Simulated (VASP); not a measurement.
Set up this calculation in VASP 6.6.1, as the native input.

```yaml
Task: single point
Functional: PBEsol
Potentials_or_basis: VASP PAW PBE potentials, release 64 (Bi_d, Te)
Cutoff: 520 eV
k_mesh: 16 × 16 × 16
Occupations: gaussian, width 0.15 eV
Spin: no spin polarisation
Dipole_correction: no
Further_INCAR_settings: ALGO = Normal; EDIFF = 1e-06; NBANDS = 18
```

The structure of BiTe lies in POSCAR:

```
BiTe
1.0
    0.0000000000      3.1971538327      3.1971538327
    3.1971538327      0.0000000000      3.1971538327
    3.1971538327      3.1971538327      0.0000000000
Bi Te
1 1
Direct
    0.0000000000      0.0000000000      0.0000000000
    0.4765416355      0.4765416355      0.5234583645
```

This cell differs from its parent crystal: all Te atoms moved +0.150 Å, as atom 2 towards its neighbour atom 1 (Bi) at 3.197 Å.

The input as run:

INCAR

```
SYSTEM = BiTe
PREC = Accurate
ENCUT = 520
EDIFF = 1E-6
ISMEAR = 0
SIGMA = 0.15
LREAL = .False.
LASPH = .True.
NELM = 80
ALGO = Normal
ISIF = 2
LWAVE = .False.
LCHARG = .True.
GGA = PS
LELF = .True.
LVHAR = .True.
NBANDS = 18
```

KPOINTS

```
regular mesh
0
Gamma
  16 16 16
  0 0 0
```

Potentials or basis: VASP PAW PBE potentials, release 64 (Bi_d, Te).

Launch:

```sh
$ cat potpaw_PBE.64/Bi_d/POTCAR potpaw_PBE.64/Te/POTCAR > POTCAR
$ mpirun -np 1 vasp_std > vasp.out
```

Results of the run:

```yaml
Pressure: 0.5 GPa
Largest_force: 0.461 eV/Å
Band_gap_on_the_k_mesh: zero (an odd number of electrons rules out a gap without spin polarisation)
```

Caveat: the cell differs from its parent crystal (all Te atoms moved +0.150 Å, as atom 2 towards its neighbour atom 1 (Bi) at 3.197 Å); the PAW data sets were made with another functional, which shifts forces and pressure a little; spin-orbit coupling is left out, which moves the levels of the heavy elements; an odd number of electrons without spin polarisation forces a metal; a magnetic or distorted state may lie lower.

Wall time 2.2 min on 1 thread of Intel(R) Xeon(R) 6975P-C (Granite Rapids) (shared host), peak memory 0.53 GiB.
